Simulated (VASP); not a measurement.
Here is a VASP 6.6.1 calculation.

The input POSCAR:

```
Pd
1.0
    0.0000000000      1.9465000000      1.9465000000
    1.9465000000      0.0000000000      1.9465000000
    1.9465000000      1.9465000000      0.0000000000
Pd
1
Direct
    0.0000000000      0.0000000000      0.0000000000
```

Contents of INCAR.step1:

```
SYSTEM = Pd
ALGO = Normal ; EDIFF = 1E-4
ENCUT = 600 ; GGA = PE
ISMEAR = 0 ; LASPH = .True.
LCHARG = .False. ; LREAL = .False.
LWAVE = .True. ; NELM = 80
PREC = Accurate ; SIGMA = 0.02
```

INCAR.step2

```
SYSTEM = Pd
ALGO = Normal ; EDIFF = 1E-6
EDIFFG = -0.02 ; ENCUT = 600
IBRION = 2 ; ISIF = 3
ISMEAR = 0 ; ISTART = 1
LASPH = .True. ; LCHARG = .False.
LMIXTAU = .True. ; LREAL = .False.
LWAVE = .False. ; METAGGA = R2SCAN
NELM = 80 ; NSW = 80
PREC = Accurate ; SIGMA = 0.02
```

KPOINTS

```
k-points
0
Gamma
  8 8 8
  0 0 0
```

Potentials or basis: VASP PAW PBE potentials, release 64 (Pd).

Command:

```sh
$ cat potpaw_PBE.64/Pd/POTCAR > POTCAR
$ cp INCAR.step1 INCAR
$ mpirun -np 1 vasp_std > vasp.out
$ cp INCAR.step2 INCAR
$ mpirun -np 1 vasp_std > vasp.out
```

Question: Estimate the relaxed volume.

Answer: 15.03 Å³/atom.

Question: Estimate the band gap on the k mesh.

Answer: Zero (bands 5 and 6 overlap by 1.63 eV).

Question: What does it give for the space group after relaxing (to 0.1 Å)?

Answer: Fm-3m (No. 225).

Final structure:
```cif
data_structure
_symmetry_space_group_name_H-M 'P 1'
_symmetry_Int_Tables_number 1
_cell_length_a 2.7701
_cell_length_b 2.7701
_cell_length_c 2.7701
_cell_angle_alpha 60.000
_cell_angle_beta 60.000
_cell_angle_gamma 60.000
_cell_volume 15.03
loop_
_atom_site_label
_atom_site_type_symbol
_atom_site_fract_x
_atom_site_fract_y
_atom_site_fract_z
_atom_site_occupancy
Pd1 Pd 0.00000 0.00000 0.00000 1
```

Caveat: the PAW data sets were made with another functional, which shifts forces and pressure a little. Zero-point motion and thermal expansion aren't in these numbers.
